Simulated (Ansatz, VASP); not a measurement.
**Two plane-wave programs on In4Sb**

```
In Sb
1.0
     5.06544    0.00000    0.00000
     0.00000    5.06544    0.00000
     0.00000    0.00000    5.06544
In Sb
4 1
Cartesian
  0.0000 2.5327 2.5327
  2.5327 0.0000 2.5327
  2.5327 2.5327 0.0000
  2.5327 2.5327 2.5327
  0.0000 0.0000 0.0000
```

Alike in both runs: task relaxation of cell and atoms; functional PBE; k mesh 4 × 4 × 4; occupations gaussian, width 0.1 eV; no spin polarisation.

|  | VASP | Ansatz |
| --- | --- | --- |
| version | VASP 6.6.1 | Ansatz 0.2.0 |
| potentials or method | VASP PAW PBE potentials, release 64 (In_d, Sb), cutoff 600 eV | scalar-relativistic, plane waves, PAW |
| valence electrons in the cell | 57 | 67 |

```csv
,VASP,Ansatz,Ansatz less VASP
"gap on the k mesh at the Fermi level, each at its own relaxed structure (eV)",none,none,-
relaxed volume (Å³/atom),34.15,34.13,-0.011
relaxed length of the cell vector where the two differ most in proportion (Å),5.548,5.547,-0.0006
```

A gap of «none» marks a metal or a gap that the smearing closes. VASP's potentials hold 57 valence electrons a cell and Ansatz's 67, so a difference there can come from the potentials and not from the codes.

Spin-orbit coupling is off throughout. Noted on VASP's run: the volume moved by over 15 % at a fixed basis, so the end points are rough.
